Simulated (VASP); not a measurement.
Set up this calculation in VASP 6.6.1, as the native input.

```
Task                   : single point
Functional             : PBE
Potentials or basis    : VASP PAW PBE potentials, release 64 (Ga_d, Sb, As)
Cutoff                 : 520 eV
k mesh                 : 6 × 6 × 2
Occupations            : gaussian, width 0.2 eV
Spin                   : no spin polarisation
Dipole correction      : no
Further INCAR settings : ALGO = Normal; EDIFF = 1e-07; NBANDS = 46
```

The structure of Ga4Sb3As lies in POSCAR:

```
Ga4Sb3As
1.0
    4.3145694000      0.0000000000      0.0000000000
    0.0000000000      4.3145694000      0.0000000000
    0.0000000000      0.0000000000     12.1934270000
Ga Sb As
4 3 1
Direct
    0.5000000000      0.0000000000      0.6292700000
    0.0000000000      0.5000000000      0.8873990000
    0.5000000000      0.0000000000      0.1126010000
    0.0000000000      0.5000000000      0.3707300000
    0.5000000000      0.5000000000      0.2418070000
    0.0000000000      0.0000000000      0.5000000000
    0.5000000000      0.5000000000      0.7581930000
    0.0000000000      0.0000000000      0.0000000000
```

These files were run (other wordings do the same):

INCAR

```
SYSTEM = Ga4Sb3As
  PREC = Accurate
  ENCUT = 520
  EDIFF = 1E-7
  ISMEAR = 0
  SIGMA = 0.2
  LREAL = .False.
  LASPH = .True.
  NELM = 100
  ALGO = Normal
  ISIF = 2
  LWAVE = .False.
  LCHARG = .True.
  GGA = PE
  LELF = .True.
  LVHAR = .True.
  NBANDS = 46
```

KPOINTS

```
regular mesh
0
Gamma
  6 6 2
  0 0 0
```

Potentials or basis: VASP PAW PBE potentials, release 64 (Ga_d, Sb, As).

The run is started by

```console
$ cat potpaw_PBE.64/Ga_d/POTCAR potpaw_PBE.64/Sb/POTCAR potpaw_PBE.64/As/POTCAR > POTCAR
$ mpirun -np 1 vasp_std > vasp.out
```

It gave:

```
Pressure               : 0.2 GPa
Largest force          : 0.012 eV/Å
Band gap on the k mesh : zero (filled and empty bands touch)
```

Caveat: semilocal functionals underestimate gaps, and a narrow one can read as zero; spin-orbit coupling is left out, which moves the levels of the heavy elements.

Run time: 2.2 min on 1 thread of Intel(R) Xeon(R) 6975P-C (Granite Rapids), with other jobs on the host, peak memory 0.41 GiB.
